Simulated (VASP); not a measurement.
# Si (I4/mmm) in VASP: notebook

Runs on Si. Level: r2SCAN. Tasks: single point.

All numbers are computed with VASP 6.6.1; they aren't measurements. Logs are shortened: lines on timing, memory, paths and dates and some standing lists are left out, and cuts for length are marked.

**1. The cell of the first run**

The structure is tetragonal, space group I4/mmm (No. 139). Conventional cell: a = 6.451 Å, b = 6.451 Å, c = 3.960 Å, α = 90.00°, β = 90.00°, γ = 90.00°. Within 3.0 Å of Si (site symmetry m2m) lie 4 Si at 2.31 to 2.37 Å.

**2. Single point, r2SCAN (strain -0.030 along x and y, +0.030 along z)**

Input file POSCAR:

```
Si
1.0
   -3.2256809613      3.2256809613      1.9800572298
    3.2256809613     -3.2256809613      1.9800572298
    3.2256809613      3.2256809613     -1.9800572298
Si
4
Direct
    0.1788010600      0.1788010600      0.3576021200
    0.8211989400      0.8211989400      0.6423978800
    0.1788010600      0.8211989400      0.0000000000
    0.8211989400      0.1788010600      0.0000000000
```

Input file INCAR.step1:

```
ALGO = Normal ; EDIFF = 1E-4
ENCUT = 520 ; GGA = PE
ISMEAR = 0 ; LASPH = True
LCHARG = False ; LREAL = False
LWAVE = True ; NBANDS = 16
NELM = 80 ; PREC = Accurate
SIGMA = 0.03
```

Input file INCAR.step2:

```
ALGO = Normal ; EDIFF = 1E-6
ENCUT = 520 ; ISIF = 2
ISMEAR = 0 ; ISTART = 1
LASPH = True ; LCHARG = False
LMIXTAU = True ; LREAL = False
LWAVE = False ; METAGGA = R2SCAN
NBANDS = 16 ; NELM = 80
PREC = Accurate ; SIGMA = 0.03
```

Input file KPOINTS:

```
k-points
0
Gamma
  10 10 10
```

Potentials or basis: VASP PAW PBE potentials, release 64 (Si).

Started as:

```console
$ cat potpaw_PBE.64/Si/POTCAR > POTCAR
$ cp INCAR.step1 INCAR
$ mpirun -np 1 vasp_std > vasp.out
$ cp INCAR.step2 INCAR
$ mpirun -np 1 vasp_std > vasp.out
```

OUTCAR:

```text
EDIFF = 1E-6
   ENCUT = 520
   ISIF = 2
   ISMEAR = 0
   ISTART = 1
   LASPH = True
   LREAL = False
   METAGGA = R2SCAN
   NELM = 80
   PREC = Accurate

 ion  position               nearest neighbor table
   1  0.179  0.179  0.358-   3 2.31   4 2.31   2 2.37   2 2.37
   2  0.821  0.821  0.642-   3 2.31   4 2.31   1 2.37   1 2.37
   3  0.179  0.821  0.000-   1 2.31   2 2.31   4 2.37   4 2.37
   4  0.821  0.179  0.000-   1 2.31   2 2.31   3 2.37   3 2.37

  LATTYP: Found a body centered tetragonal cell.
 ALAT       =     6.4513619226
 C/A-ratio  =     0.6138416209

  Lattice vectors:

 A1 = (  -3.2256809613,   3.2256809613,   1.9800572298)
 A2 = (   3.2256809613,  -3.2256809613,   1.9800572298)
 A3 = (   3.2256809613,   3.2256809613,  -1.9800572298)

Analysis of symmetry for initial positions (statically):
=====================================================================
 Subroutine PRICEL returns:
 Original cell was already a primitive cell.

 Routine SETGRP: Setting up the symmetry group for a
 body centered tetragonal supercell.

 Subroutine GETGRP returns: Found 16 space group operations
 (whereof 16 operations were pure point group operations)
 out of a pool of 16 trial point group operations.

The static configuration has the point symmetry D_4h.

Analysis of symmetry for dynamics (positions and initial velocities):
=====================================================================
 Subroutine PRICEL returns:
 Original cell was already a primitive cell.

 Routine SETGRP: Setting up the symmetry group for a
 body centered tetragonal supercell.

 Subroutine GETGRP returns: Found 16 space group operations
 (whereof 16 operations were pure point group operations)
 out of a pool of 16 trial point group operations.

The dynamic configuration has the point symmetry D_4h.

 Subroutine INISYM returns: Found 16 space group operations
 (whereof 16 operations are pure point group operations),
 and found     1 'primitive' translations

----------------------------------------------------------------------------------------

                                     Primitive cell

  volume of cell :      82.4101

  direct lattice vectors                    reciprocal lattice vectors
    -3.225680961  3.225680961  1.980057230     0.000000000  0.155006030  0.252517954
     3.225680961 -3.225680961  1.980057230     0.155006030  0.000000000  0.252517954
     3.225680961  3.225680961 -1.980057230     0.155006030  0.155006030  0.000000000

  length of vectors
     4.972993260  4.972993260  4.972993260     0.296297463  0.296297463  0.219211630

  position of ions in fractional coordinates (direct lattice)
     0.178801060  0.178801060  0.357602120
     0.821198940  0.821198940  0.642397880
     0.178801060  0.821198940  0.000000000
     0.821198940  0.178801060  0.000000000

  ion indices of the primitive-cell ions
   primitive index   ion index
                 1           1
                 2           2
                 3           3
                 4           4

----------------------------------------------------------------------------------------

 KPOINTS: k-points

Automatic generation of k-mesh.
 Grid dimensions read from file:
 generate k-points for:   10   10   10

 Generating k-lattice:

  Cartesian coordinates                     Fractional coordinates (reciprocal lattice)
     0.000000000  0.015500603  0.025251795     0.100000000  0.000000000  0.000000000
     0.015500603  0.000000000  0.025251795     0.000000000  0.100000000  0.000000000
     0.015500603  0.015500603  0.000000000     0.000000000  0.000000000  0.100000000

  Length of vectors
     0.029629746  0.029629746  0.021921163

  Shift w.r.t. Gamma in fractional coordinates (k-lattice)
     0.000000000  0.000000000  0.000000000

 Subroutine IBZKPT returns following result:
 ===========================================

 Found    102 irreducible k-points:

 Following reciprocal coordinates:
            Coordinates               Weight
  0.000000  0.000000  0.000000      1.000000
  0.100000 -0.000000  0.000000      8.000000
  0.200000 -0.000000  0.000000      8.000000
  0.300000 -0.000000  0.000000      8.000000
  0.400000 -0.000000  0.000000      8.000000
  0.500000 -0.000000  0.000000      4.000000
[... 16 lines left out ...]
  0.300000  0.300000  0.000000      8.000000
  0.400000  0.300000  0.000000     16.000000
 [... further k-points ...]
   k-points           NKPTS =    102   k-points in BZ     NKDIM =    102   number of bands    NBANDS=     16
   number of dos      NEDOS =    301   number of ions     NIONS =      4
   total plane-waves  NPLWV =  64000
   dimension x,y,z NGX =    40 NGY =   40 NGZ =   40
   dimension x,y,z NGXF=    80 NGYF=   80 NGZF=   80
   ions per type =               4
   NGX,Y,Z   is equivalent  to a cutoff of  13.37, 13.37, 13.37 a.u.
   NGXF,Y,Z  is equivalent  to a cutoff of  26.74, 26.74, 26.74 a.u.
 SYSTEM =  unknown system
   PREC   = accura    normal or accurate (medium, high low for compatibility)
   ISTART =      1    job   : 0-new  1-cont  2-samecut
   ICHARG =      0    charge: 1-file 2-atom 10-const
   ISPIN  =      1    spin polarized calculation?
   LNONCOLLINEAR =      F non collinear calculations
   LSORBIT =      F    spin-orbit coupling
   LASPH  =      T    aspherical Exc in radial PAW
   ENCUT  =  520.0 eV  38.22 Ry    6.18 a.u.   9.25  9.25  9.25*2*pi/ulx,y,z
   NELM   =     80;   NELMIN=  2; NELMDL=  0     # of ELM steps
   EDIFF  = 0.1E-05   stopping-criterion for ELM
   LREAL  =      F    real-space projection
   EDIFFG = 0.1E-04   stopping-criterion for IOM
   NSW    =      0    number of steps for IOM
   IBRION =     -1    ionic relax: 0-MD 1-quasi-New 2-CG
   NFREE  =      0    steps in history (QN), initial steepest desc. (CG)
   ISIF   =      2    stress and relaxation
   ISYM   =      2    0-nonsym 1-usesym 2-fastsym
   POTIM  = 0.5000    time-step for ionic-motion
   TEBEG  =    0.0;   TEEND  =   0.0 temperature during run
   PSTRESS=    0.0 pullay stress
   NELECT =      16.0000    total number of electrons
   NUPDOWN=      -1.0000    fix difference up-down
   EMIN   =  10.00;   EMAX   =-10.00  energy-range for DOS
   EFERMI =   0.00;   METHOD = LEGACY
   ISMEAR =     0;   SIGMA  =   0.03  broadening in eV -4-tet -1-fermi 0-gaus
   EFERMI_NEDOS =   21; number of points for ismear=-14 and -15
   IALGO  =     38    algorithm
   IMIX   =      4    mixing-type and parameters
     AMIX     =   0.40;   BMIX     =  1.00
     AMIX_MAG =   1.60;   BMIX_MAG =  1.00
  volume/ion in A,a.u.               =      20.60       139.03
  Fermi-wavevector in a.u.,A,eV,Ry     =   0.947956  1.791376 12.226464  0.898620
  Thomas-Fermi vector in A             =   2.076098
   LORBIT       =      0    0 simple, 1 ext, 2 COOP (PROOUT), +10 PAW based schemes
   METAGGA = R2SCAN    functional components
   LHFCALC =     F    Hartree Fock is set to
   AEXX    =    0.0000 exact exchange contribution
   IVDW    =     0    specifies the selected vdW correction
   LEPSILON=     F    determine dielectric tensor
   LRPA    =     F    only Hartree local field effects (RPA)
 non-spin polarized calculation
 Gauss-broadening in eV      SIGMA  =   0.03
  energy-cutoff  :      520.00
  volume of cell :       82.41
 maximum number of plane-waves:      2248
 NGX is ok and might be reduce to    40
   NGX = 19   NGY = 19   NGZ = 19

 number of electron      16.0000000 magnetization

 Free energy of the ion-electron system (eV)
  ---------------------------------------------------
  ext. energy  EPLUGINS =         0.00000000
  ---------------------------------------------------
  free energy    TOTEN  =       -34.48451337 eV

  energy without entropy =      -34.48439441  energy(sigma->0) =      -34.48445389

 E-fermi :   5.7241     XC(G=0):  -9.6620

 val. band max:        5.7082582965   @ k =   0.5000   0.5000   0.4000
 cond. band min:       5.7252479965   @ k =   0.5000   0.5000   0.4000
 fundamental gap:      0.0169897000
 Fermi energy:         5.7240715891

 k-point     1 :       0.0000    0.0000    0.0000
  band No.  band energies     occupation
      1      -7.1990      2.00000
      2      -2.0829      2.00000
      3      -0.1872      2.00000
      4      -0.1872      2.00000
      5       1.5661      2.00000
      6       3.8060      2.00000
[... 8 lines left out ...]
     15      10.8893      0.00000
     16      13.2829      0.00000

 k-point     2 :       0.1000   -0.0000    0.0000
  band No.  band energies     occupation
      1      -7.0882      2.00000
      2      -2.1629      2.00000
      3      -0.3808      2.00000
      4       0.0079      2.00000
      5       1.6690      2.00000
      6       3.2392      2.00000
[... 8 lines left out ...]
     15      10.6542      0.00000
     16      13.7516      0.00000

 k-point     3 :       0.2000   -0.0000    0.0000
  band No.  band energies     occupation
      1      -6.7628      2.00000
      2      -2.2848      2.00000
      3      -0.9054      2.00000
      4       0.2908      2.00000
      5       1.8074      2.00000
      6       2.2596      2.00000
[... 8 lines left out ...]
     15      11.5053      0.00000
     16      13.4457      0.00000

 k-point     4 :       0.3000   -0.0000    0.0000
  band No.  band energies     occupation
      1      -6.2506      2.00000
      2      -2.3183      2.00000
      3      -1.7107      2.00000
      4       0.0969      2.00000
      5       1.4366      2.00000
      6       1.9608      2.00000
[... 8 lines left out ...]
     15      12.2209      0.00000
     16      12.4051      0.00000
[... 324 lines left out ...]
 k-point    22 :      -0.2000    0.2000    0.0000
  band No.  band energies     occupation
      1      -6.9547      2.00000
      2      -3.1344      2.00000
      3      -0.0264      2.00000
      4      -0.0027      2.00000
      5       2.7217      2.00000
      6       3.5212      2.00000
[... 8 lines left out ...]
     15      11.4196      0.00000
     16      14.1723      0.00000

 k-point    23 :       0.3000    0.3000    0.0000
  band No.  band energies     occupation
      1      -5.1717      2.00000
      2      -3.3912      2.00000
      3      -2.5981      2.00000
      4      -0.2444      2.00000
      5       0.9721      2.00000
      6       2.5561      2.00000
[... 8 lines left out ...]
     15      13.0814      0.00000
     16      13.2855      0.00000

 k-point    24 :       0.4000    0.3000    0.0000
  band No.  band energies     occupation
      1      -5.4842      2.00000
      2      -3.9702      2.00000
      3      -1.9258      2.00000
      4       0.3222      2.00000
      5       1.2251      2.00000
      6       2.4813      2.00000
[... 8 lines left out ...]
     15      12.2147      0.00000
     16      12.4978      0.00000

 [... further k-points ...]
[... 5 lines left out ...]
  --------------------------------------------------------------------------------------
  -------------------------------------------------------------------------------------
  Total        3.5639842      3.5639842     -2.5233033      0.0000000     -0.0000000     -0.0000000
  in kB       69.2892392     69.2892392    -49.0568299      0.0000000     -0.0000000     -0.0000000
  external PRESSURE =      29.8405495 kB  Pullay stress =       0.0000000 kB

 VOLUME and BASIS-vectors are now :
 -----------------------------------------------------------------------------
  energy-cutoff  :      520.00
  volume of cell :       82.41
      direct lattice vectors                 reciprocal lattice vectors
    -3.225680961  3.225680961  1.980057230     0.000000000  0.155006030  0.252517954
     3.225680961 -3.225680961  1.980057230     0.155006030  0.000000000  0.252517954
     3.225680961  3.225680961 -1.980057230     0.155006030  0.155006030  0.000000000

 POSITION                                       TOTAL-FORCE (eV/Angst)
 -----------------------------------------------------------------------------------
      1.15351      1.15351     -0.00000         0.593405      0.593405      0.000000
      2.07217      2.07217      1.98006        -0.593405     -0.593405     -0.000000
      2.07217     -2.07217      1.98006        -0.593405      0.593405     -0.000000
     -2.07217      2.07217      1.98006         0.593405     -0.593405     -0.000000
 -----------------------------------------------------------------------------------
    total drift:                               -0.000000     -0.000000      0.000000

  FREE ENERGIE OF THE ION-ELECTRON SYSTEM (eV)
  ---------------------------------------------------
  free  energy   TOTEN  =       -34.4845133662 eV

  energy  without entropy=      -34.4843944134  energy(sigma->0) =      -34.48445389
```

It took 5.8 min on 1 thread of Intel Xeon Platinum 8488C (Sapphire Rapids), shared host; peak memory 0.3 GiB.

What came out:

| Property | Result |
| --- | --- |
| Free energy | -34.4845 eV |
| Pressure | 3.0 GPa |
| Largest force | 0.839 eV/Å |
| Band gap on the k mesh | zero (bands 8 and 9 overlap by 0.07 eV) |

Forces on the atoms (eV/Å):
```
Si   0.593  0.593  0.000
Si  -0.593 -0.593  0.000
Si  -0.593  0.593  0.000
Si   0.593 -0.593  0.000
```

Caveat: the cell differs from its parent crystal (strain -0.030 along x and y, +0.030 along z); the stress differs along the axes, from -5 to 7 GPa; semilocal functionals underestimate gaps, and a narrow one can read as zero; the PAW data sets were made with another functional, which shifts forces and pressure a little.

**3. Single point, r2SCAN (strain +0.000 along x and y, -0.030 along z)**

Input file POSCAR:

```
Si
1.0
   -3.3254442900      3.3254442900      1.8647140902
    3.3254442900     -3.3254442900      1.8647140902
    3.3254442900      3.3254442900     -1.8647140902
Si
4
Direct
    0.1788010600      0.1788010600      0.3576021200
    0.8211989400      0.8211989400      0.6423978800
    0.1788010600      0.8211989400      0.0000000000
    0.8211989400      0.1788010600      0.0000000000
```

Input file INCAR.step1:

```
  ALGO = Normal
  EDIFF = 1E-4
  ENCUT = 520
  GGA = PE
  ISMEAR = 0
  LASPH = True
  LCHARG = False
  LREAL = False
  LWAVE = True
  NBANDS = 16
  NELM = 80
  PREC = Accurate
  SIGMA = 0.03
```

Input file INCAR.step2:

```
  ALGO = Normal
  EDIFF = 1E-7
  ENCUT = 520
  ISIF = 2
  ISMEAR = 0
  ISTART = 1
  LASPH = True
  LCHARG = False
  LMIXTAU = True
  LREAL = False
  LWAVE = False
  METAGGA = R2SCAN
  NBANDS = 16
  NELM = 80
  PREC = Accurate
  SIGMA = 0.03
```

KPOINTS is that of step 2.

Potentials or basis: VASP PAW PBE potentials, release 64 (Si).

Started as:

```console
$ cat potpaw_PBE.64/Si/POTCAR > POTCAR
$ cp INCAR.step1 INCAR
$ mpirun -np 1 vasp_std > vasp.out
$ cp INCAR.step2 INCAR
$ mpirun -np 1 vasp_std > vasp.out
```

It took 6.4 min on 1 thread of Intel Xeon Platinum 8488C (Sapphire Rapids), shared host; peak memory 0.3 GiB.

The run converged. Its results:

```
Free energy            : -34.5764 eV
Pressure               : 3.0 GPa
Largest force          : 0.329 eV/Å
Band gap on the k mesh : 0.47 eV (least direct gap 0.96 eV)
```

Forces on the atoms (eV/Å):
```
Si  -0.232 -0.232  0.000
Si   0.232  0.232  0.000
Si   0.232 -0.232  0.000
Si  -0.232  0.232  0.000
```

Stress tensor (GPa, compression positive):
```
0.88 0.00 0.00
0.00 0.88 0.00
0.00 0.00 7.21
```

Levels at points of the mesh, in eV from the valence-band top:
| k point | band 6 | band 7 | band 8 | band 9 | band 10 | band 11 |
| --- | --- | --- | --- | --- | --- | --- |
| (0.00, 0.00, 0.00) | -1.41 | -1.41 | -0.52 | 1.79 | 1.79 | 1.88 |
| (0.50, 0.00, 0.00) | -3.67 | -2.49 | -1.60 | 1.00 | 2.64 | 3.26 |
| (0.50, 0.50, 0.00) | -2.11 | -1.91 | -1.54 | 2.19 | 2.24 | 2.46 |
| (0.50, 0.50, 0.50) | -0.11 | 0.00 | 0.00 | 0.96 | 3.55 | 3.99 |

Caveat: the cell differs from its parent crystal (strain +0.000 along x and y, -0.030 along z); the stress differs along the axes, from 1 to 7 GPa; semilocal functionals underestimate gaps, and a narrow one can read as zero; the PAW data sets were made with another functional, which shifts forces and pressure a little. A k mesh can miss the band edges.
